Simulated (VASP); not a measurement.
A run of VASP 6.6.1:

POSCAR

```
Al3GaN4
1.0
    4.4012372926      0.0000000000      0.0000000000
    0.0000000000      4.4012372926      0.0000000000
    0.0000000000      0.0000000000      4.2251878009
Al Ga N
3 1 4
Direct
    0.5000000000      0.5000000000      0.0000000000
    0.5000000000      0.0000000000      0.5000000000
    0.0000000000      0.5000000000      0.5000000000
    0.0000000000      0.0000000000      0.0000000000
    0.7444581602      0.7444581602      0.2555418398
    0.7444581602      0.2555418398      0.7444581602
    0.2555418398      0.7444581602      0.7444581602
    0.2555418398      0.2555418398      0.2555418398
```

Contents of INCAR.step1:

```
SYSTEM = Al3GaN4
PREC = Accurate
ENCUT = 520
ISMEAR = 0
SIGMA = 0.05
LREAL = .False.
LASPH = .True.
NELM = 100
NBANDS = 31
GGA = PE
ALGO = Normal
EDIFF = 1E-4
LWAVE = .True.
LCHARG = .False.
```

The input INCAR.step2:

```
SYSTEM = Al3GaN4
PREC = Accurate
ENCUT = 520
EDIFF = 1E-6
ISMEAR = 0
SIGMA = 0.05
LREAL = .False.
LASPH = .True.
NELM = 100
ALGO = Normal
ISIF = 2
LWAVE = .False.
LCHARG = .True.
METAGGA = R2SCAN
LMIXTAU = .True.
LELF = .True.
LVHAR = .True.
NBANDS = 31
ISTART = 1
```

KPOINTS

```
regular mesh
0
Gamma
  6 6 6
  0 0 0
```

Potentials or basis: VASP PAW PBE potentials, release 64 (Al, Ga_d, N).

Launch:

```bash
$ cat potpaw_PBE.64/Al/POTCAR potpaw_PBE.64/Ga_d/POTCAR potpaw_PBE.64/N/POTCAR > POTCAR
$ cp INCAR.step1 INCAR
$ mpirun -np 1 vasp_std > vasp.out
$ cp INCAR.step2 INCAR
$ mpirun -np 1 vasp_std > vasp.out
```

Hardware: 1 thread of Intel Xeon 8259CL (shared host).

How long does it take, and how much memory?

Run time: 8.4 min on 1 thread of Intel Xeon 8259CL, on a shared host, peak memory 0.26 GiB. Counts: k points 40.
